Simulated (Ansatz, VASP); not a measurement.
**SnO in VASP and in Ansatz**

INCAR

```
SYSTEM = SnO
PREC = Accurate
ENCUT = 520
EDIFF = 1E-6
ISMEAR = 0
SIGMA = 0.05
LREAL = .False.
LASPH = .True.
NELM = 80
ALGO = Normal
ISIF = 2
LWAVE = .False.
LCHARG = .False.
LDIPOL = .True.
IDIPOL = 3
DIPOL = 0.5 0.5 0.394
GGA = PE
IVDW = 12
NBANDS = 50
```

File KPOINTS:

```
Automatic mesh
0
Gamma
  7 7 1
  0 0 0
```

The input POSCAR:

```
SnO
1.0
    3.8201636883      0.0000000000      0.0000000000
    0.0000000000      3.8201636883      0.0000000000
    0.0000000000      0.0000000000     22.2260802162
Sn O
4 4
Direct
    0.7500000000      0.2500000000      0.2024648501
    0.2500000000      0.7500000000      0.3087831971
    0.6250000000      1.2500000000      0.4797535150
    1.1250000000      0.7500000000      0.5860718620
    0.2500000000      0.2500000000      0.2556240236
    0.7500000000      0.7500000000      0.2556240236
    1.1250000000      1.2500000000      0.5329126885
    0.6250000000      0.7500000000      0.5329126885
```

Input for Ansatz:

```yaml
crystal:
  lattice:
    - [3.8201636883, 0.0, 0.0]
    - [0.0, 3.8201636883, 0.0]
    - [0.0, 0.0, 22.2260802162]
  atoms:
    - { symbol: Sn, position: [0.75, 0.25, 0.2024648501] }
    - { symbol: O, position: [0.25, 0.25, 0.2556240236] }
    - { symbol: O, position: [0.75, 0.75, 0.2556240236] }
    - { symbol: Sn, position: [0.25, 0.75, 0.3087831971] }
    - { symbol: Sn, position: [0.625, 1.25, 0.479753515] }
    - { symbol: O, position: [1.125, 1.25, 0.5329126885] }
    - { symbol: O, position: [0.625, 0.75, 0.5329126885] }
    - { symbol: Sn, position: [1.125, 0.75, 0.586071862] }
basis:
  ecutwfc: 420
kpoints:
  mp_grid: { grid: [7, 7, 1] }
hamiltonian:
  xc: pbe
  pseudopotentials: { kind: paw, azcp: { folder: soft_1 } }
  dispersion: d3bj
scf:
  occupations: { method: gaussian, width: 0.05 }
output:
  forces: true
  eigenvalues: true
efield:
  axis: 3
  dipole_correction: true
  ramp_width: 0.04
```

Alike in both runs: task single point; functional PBE; dispersion D3(BJ); k mesh 7 × 7 × 1; occupations gaussian, width 0.05 eV; no spin polarisation.

|  | VASP | Ansatz |
| --- | --- | --- |
| version | VASP 6.6.1 | Ansatz 0.2.0 |
| potentials or method | VASP PAW PBE potentials, release 64 (Sn_d, O), cutoff 520 eV | scalar-relativistic, plane waves, PAW |
| valence electrons in the cell | 80 | 80 |

|  | VASP | Ansatz | Ansatz less VASP |
| --- | --- | --- | --- |
| gap on the k mesh at the Fermi level (eV) | 2.46 | 2.47 | +0.008 |
| least direct gap on the mesh (eV) | 2.51 | 2.56 | +0.045 |
| rms of the force components (eV/Å) | 0.059 | 0.030 | -0.0292 |
